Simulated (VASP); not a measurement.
# SnSe in VASP: a series of runs, part 2 of 2

VASP 6.6.1.

**3. Electric field gradients, PBE (atom 1 (Sn) moved by [0.0, 0.0, 0.08] A)**

INCAR reads:

```
ALGO = Normal
EDIFF = 1E-8
ENCUT = 520
GGA = PE
ISIF = 2
ISMEAR = -1
LASPH = True
LCHARG = False
LEFG = True
LREAL = False
LWAVE = False
NBANDS = 17
NELM = 80
PREC = Accurate
SIGMA = 0.02
```

KPOINTS reads:

```
k-points
0
Gamma
  9 9 9
```

POSCAR reads:

```
SnSe
1.0
    0.0000000000      3.0100000000      3.0100000000
    3.0100000000      0.0000000000      3.0100000000
    3.0100000000      3.0100000000      0.0000000000
Sn Se
1 1
Direct
    0.0132890365      0.0132890365     -0.0132890365
    0.5000000000      0.5000000000      0.5000000000
```

Potentials or basis: VASP PAW PBE potentials, release 64 (Sn_d, Se).

Launch:

```bash
$ cat potpaw_PBE.64/Sn_d/POTCAR potpaw_PBE.64/Se/POTCAR > POTCAR
$ mpirun -np 1 vasp_std > vasp.out
```

OUTCAR:

```text
EDIFF = 1E-8
   ENCUT = 520
   GGA = PE
   ISIF = 2
   ISMEAR = -1
   LASPH = True
   LREAL = False
   NELM = 80
   PREC = Accurate

 ion  position               nearest neighbor table
   1  0.013  0.013  0.987-   2 2.93   2 3.01   2 3.01   2 3.01   2 3.01   2 3.09
   2  0.500  0.500  0.500-   1 2.93   1 3.01   1 3.01   1 3.01   1 3.01   1 3.09

  LATTYP: Found a face centered cubic cell.
 ALAT       =     6.0200000000

  Lattice vectors:

 A1 = (   0.0000000000,   3.0100000000,   3.0100000000)
 A2 = (   3.0100000000,   0.0000000000,   3.0100000000)
 A3 = (   3.0100000000,   3.0100000000,   0.0000000000)

Analysis of symmetry for initial positions (statically):
[... 689 lines left out ...]
  free  energy   TOTEN  =        -8.2137989832 eV

  energy  without entropy=       -8.2137989785  energy(sigma->0) =       -8.21379898

 Electric field gradients (V/A^2)
---------------------------------------------------------------------
 ion       V_xx      V_yy      V_zz      V_xy      V_xz      V_yz
---------------------------------------------------------------------
   1       2.709     2.709    -5.418     0.001     0.001     0.001
   2      -0.685    -0.685     1.371    -0.000    -0.000    -0.000
---------------------------------------------------------------------

 Electric field gradients after diagonalization (V/A^2)
 (convention: |V_zz| > |V_xx| > |V_yy|)
----------------------------------------------------------------------
 ion       V_xx      V_yy      V_zz     asymmetry (V_yy - V_xx)/ V_zz
----------------------------------------------------------------------
   1       2.710     2.708    -5.418       0.000
   2      -0.685    -0.685     1.371       0.000
----------------------------------------------------------------------

           NMR quadrupolar parameters

 Cq : quadrupolar parameter    Cq=e*Q*V_zz/h
 eta: asymmetry parameters     (V_yy - V_xx)/ V_zz
 Q  : nuclear electric quadrupole moment in mb (millibarn)
----------------------------------------------------------------------
 ion       Cq(MHz)       eta       Q (mb)
----------------------------------------------------------------------
   1      -0.013       0.000       1.000
   2       0.003       0.000       1.000
----------------------------------------------------------------------
```

It took 24 s on 1 thread of Intel Xeon 6975P-C (Granite Rapids), shared host; peak memory 0.22 GiB.

Results:

| Property | Result |
| --- | --- |
| Free energy | -8.2138 eV |
| Pressure | 1.1 GPa |
| Largest force | 0.014 eV/Å |
| Band gap on the k mesh | 0.63 eV, direct |

Forces on the atoms (eV/Å):
```
Sn   0.000  0.000 -0.014
Se   0.000  0.000  0.014
```

Levels at points of the mesh, in eV from the valence-band top:
| k point | band 7 | band 8 | band 9 | band 10 | band 11 | band 12 | band 13 | band 14 |
| --- | --- | --- | --- | --- | --- | --- | --- | --- |
| (0.00, 0.00, 0.00) | -4.99 | -2.13 | -2.11 | -2.11 | 4.33 | 4.33 | 4.40 | 5.94 |

Electric field gradients, principal values (V/Å²):
```
atom   least  middle  greatest (by size)
1 Sn   2.708   2.710              -5.418
2 Se  -0.685  -0.685               1.371
```

Caveat: the cell differs from its parent crystal (atom 1 (Sn) moved by [0.0, 0.0, 0.08] A); without QUAD_EFG the Cq values of the log hold for a quadrupole moment of 1 mb, not for the nuclei; spin-orbit coupling is left out, which moves the levels of the heavy elements. A k mesh can miss the band edges.

**4. Electric field gradients, PBE (volume scaled by 1.01)**

INCAR reads:

```
SYSTEM = SnSe
PREC     = Accurate       ! precision mode
ENCUT    = 520            ! plane-wave cutoff, eV
EDIFF    = 1E-8           ! SCF threshold, eV
ISMEAR   = -1             ! smearing method
SIGMA    = 0.02           ! smearing width, eV
LREAL    = .FALSE.        ! projectors in reciprocal space
LASPH    = .TRUE.         ! aspherical terms in the spheres
NELM     = 100            ! most SCF steps
ALGO     = Normal         ! electronic algorithm
ISIF     = 2              ! what is computed and relaxed
LWAVE    = .FALSE.        ! write WAVECAR
LCHARG   = .FALSE.        ! write CHGCAR
GGA      = PE             ! functional
LEFG     = .TRUE.       
NBANDS   = 17             ! bands
```

KPOINTS reads:

```
regular mesh
0
G
  9 9 9
  0 0 0
```

POSCAR reads:

```
SnSe
1.0
    0.0000000000      3.0200000735      3.0200000735
    3.0200000735      0.0000000000      3.0200000735
    3.0200000735      3.0200000735      0.0000000000
Sn Se
1 1
Direct
    0.0000000000      0.0000000000      0.0000000000
    0.5000000000      0.5000000000      0.5000000000
```

Potentials or basis: VASP PAW PBE potentials, release 64 (Sn_d, Se).

Launch:

```bash
$ cat potpaw_PBE.64/Sn_d/POTCAR potpaw_PBE.64/Se/POTCAR > POTCAR
$ mpirun -np 1 vasp_std > vasp.out
```

OUTCAR:

```text
SYSTEM = SnSe
   PREC = Accurate
   ENCUT = 520
   EDIFF = 1E-8
   ISMEAR = -1
   LREAL = .FALSE.
   LASPH = .TRUE.
   NELM = 100
   ISIF = 2
   GGA = PE

 ion  position               nearest neighbor table
   1  0.000  0.000  0.000-   2 3.02   2 3.02   2 3.02   2 3.02   2 3.02   2 3.02
   2  0.500  0.500  0.500-   1 3.02   1 3.02   1 3.02   1 3.02   1 3.02   1 3.02

  LATTYP: Found a face centered cubic cell.
 ALAT       =     6.0400001470

  Lattice vectors:

 A1 = (   0.0000000000,   3.0200000735,   3.0200000735)
[... 692 lines left out ...]
  ---------------------------------------------------
  free  energy   TOTEN  =        -8.2169148906 eV

  energy  without entropy=       -8.2169148863  energy(sigma->0) =       -8.21691489

 Electric field gradients (V/A^2)
---------------------------------------------------------------------
 ion       V_xx      V_yy      V_zz      V_xy      V_xz      V_yz
---------------------------------------------------------------------
   1      -0.000     0.000     0.000     0.001     0.001     0.001
   2      -0.000    -0.000    -0.000    -0.000    -0.000    -0.000
---------------------------------------------------------------------

 Electric field gradients after diagonalization (V/A^2)
 (convention: |V_zz| > |V_xx| > |V_yy|)
----------------------------------------------------------------------
 ion       V_xx      V_yy      V_zz     asymmetry (V_yy - V_xx)/ V_zz
----------------------------------------------------------------------
   1      -0.001    -0.001     0.003       0.000
   2       0.000     0.000    -0.000       0.000
----------------------------------------------------------------------

           NMR quadrupolar parameters

 Cq : quadrupolar parameter    Cq=e*Q*V_zz/h
 eta: asymmetry parameters     (V_yy - V_xx)/ V_zz
 Q  : nuclear electric quadrupole moment in mb (millibarn)
----------------------------------------------------------------------
 ion       Cq(MHz)       eta       Q (mb)
----------------------------------------------------------------------
   1       0.000       0.000       1.000
   2      -0.000       0.000       1.000
----------------------------------------------------------------------
```

OSZICAR:

```text
N       E                     dE             d eps       ncg     rms          rms(c)
DAV:   1     0.133199365461E+03    0.13320E+03   -0.98510E+03  1203   0.142E+03
DAV:   2     0.494889981380E+01   -0.12825E+03   -0.12423E+03  1262   0.342E+02
DAV:   3    -0.808073918953E+01   -0.13030E+02   -0.12935E+02  1531   0.948E+01
DAV:   4    -0.839917119813E+01   -0.31843E+00   -0.31820E+00  1427   0.158E+01
DAV:   5    -0.840846030930E+01   -0.92891E-02   -0.92888E-02  1712   0.262E+00    0.302E+00
DAV:   6    -0.821567977733E+01    0.19278E+00   -0.48020E-01  1698   0.393E+00    0.178E+00
DAV:   7    -0.821471557306E+01    0.96420E-03   -0.84567E-02  1373   0.128E+00    0.902E-01
DAV:   8    -0.821706796444E+01   -0.23524E-02   -0.93022E-03  1463   0.845E-01    0.128E-01
DAV:   9    -0.821682760718E+01    0.24036E-03   -0.15370E-03  1675   0.311E-01    0.552E-02
DAV:  10    -0.821690854438E+01   -0.80937E-04   -0.18999E-04  1372   0.778E-02    0.123E-02
DAV:  11    -0.821691466570E+01   -0.61213E-05   -0.18101E-05  1592   0.374E-02    0.263E-03
DAV:  12    -0.821691499947E+01   -0.33377E-06   -0.13799E-06  1508   0.116E-02    0.146E-03
DAV:  13    -0.821691491824E+01    0.81237E-07   -0.91514E-08  1425   0.264E-03    0.542E-04
DAV:  14    -0.821691486765E+01    0.50586E-07   -0.37851E-08  1379   0.160E-03    0.112E-04
DAV:  15    -0.821691488421E+01   -0.16561E-07   -0.15713E-09   889   0.381E-04    0.596E-05
DAV:  16    -0.821691489062E+01   -0.64083E-08   -0.18011E-10   774   0.147E-04
   1 F= -.82169149E+01 E0= -.82169149E+01  d E =-.433265E-08
```

stdout:

```text
POSCAR found type information on POSCAR SnSe
 POSCAR found :  2 types and       2 ions
 scaLAPACK will be used
 LDA part: xc-table for (Slater+PW92), standard interpolation
 POSCAR, INCAR and KPOINTS ok, starting setup
 FFT: planning ... GRIDC
 FFT: planning ... GRID_SOFT
 FFT: planning ... GRID
 WAVECAR not read
 entering main loop
ion   1

ion   2
```

Wall time 13 s (1 thread of Intel Xeon 6975P-C (Granite Rapids), shared host); peak memory 0.19 GiB.

What came out:

```
Free energy : -8.2169 eV
Pressure    : 0.5 GPa
```

Caveat: this odd mesh misses L, where the gap lies, so gap, dielectric constants and Born charges aren't listed; without QUAD_EFG the Cq values of the log hold for a quadrupole moment of 1 mb, not for the nuclei; spin-orbit coupling is left out, which moves the levels of the heavy elements.
